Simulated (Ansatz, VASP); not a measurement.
# Two plane-wave programs on ZnS

```
CELL_PARAMETERS angstrom
3.81100 0.00000 0.00000
-1.90550 3.30042 0.00000
0.00000 0.00000 6.23400
ATOMIC_POSITIONS crystal
Zn 0.33333 0.66667 0.00000
Zn 0.66667 0.33333 0.50000
S 0.41976 0.70988 0.37009
S 0.75309 0.37655 0.87009
```

Change from the starting cell: all S atoms moved -0.300 Å, as atom 3 towards its neighbour atom 2 (Zn) at 2.314 Å.

Alike in both runs: task single point; functional r2SCAN; k mesh 6 × 6 × 4; occupations gaussian, width 0.05 eV; no spin polarisation.

|  | VASP | Ansatz |
| --- | --- | --- |
| version | VASP 6.6.1 | Ansatz 0.2.0 |
| potentials or method | VASP PAW PBE potentials, release 64 (Zn, S), cutoff 520 eV | scalar-relativistic, plane waves, PAW |
| valence electrons in the cell | 36 | 36 |

VASP gave:

| Item | Value |
| --- | --- |
| gap on the k mesh at the Fermi level (eV) | 2.73 |
| least direct gap on the mesh (eV) | 2.73 |
| pressure (GPa) | 2.8 |
| traceless stress, the component that is largest in VASP (GPa) | 4.20 |
| rms of the force components (eV/Å) | 1.184 |

Task: Estimate Ansatz's values.

Result: gap on the k mesh at the Fermi level (eV): 2.72; least direct gap on the mesh (eV): 2.72; pressure (GPa): 2.7; traceless stress, the component that is largest in VASP (GPa): 4.15; rms of the force components (eV/Å): 1.172.

VASP's potentials were made for PBE, not for r2SCAN. Atom by atom the forces differ by 0.012 eV/Å (rms over components).
